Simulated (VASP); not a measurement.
MoS2, 6 atoms in the cell. The typed cell holds 6 atoms: a = 3.173 Å, b = 3.173 Å, c = 12.435 Å, α = 90.00°, β = 90.00°, γ = 120.00°. 

| Item | Value |
| --- | --- |
| Program | VASP 6.6.1 |
| Task | single point |
| Functional | PBE |
| Potentials or basis | VASP PAW PBE potentials, release 64 (Mo_sv, S) |
| Cutoff | 520 eV |
| k mesh | 8 × 8 × 1 |
| Occupations | gaussian, width 0.01 eV |
| Spin | no spin polarisation |
| Dipole correction | no |
| Further INCAR settings | ALGO = Normal; EDIFF = 1e-07; NBANDS = 35 |

Potentials or basis: VASP PAW PBE potentials, release 64 (Mo_sv, S).

Run with:

```console
$ cat potpaw_PBE.64/Mo_sv/POTCAR potpaw_PBE.64/S/POTCAR > POTCAR
$ mpirun -np 1 vasp_std > vasp.out
```

Hardware: 1 thread of Intel(R) Xeon(R) 6975P-C (Granite Rapids) (shared host).

Q: Estimate the wall time of this run.

A: It took 19 s on 1 thread of Intel(R) Xeon(R) 6975P-C (Granite Rapids) (shared host), peak memory 0.22 GiB. Counts: scf iterations 17, k points 10.
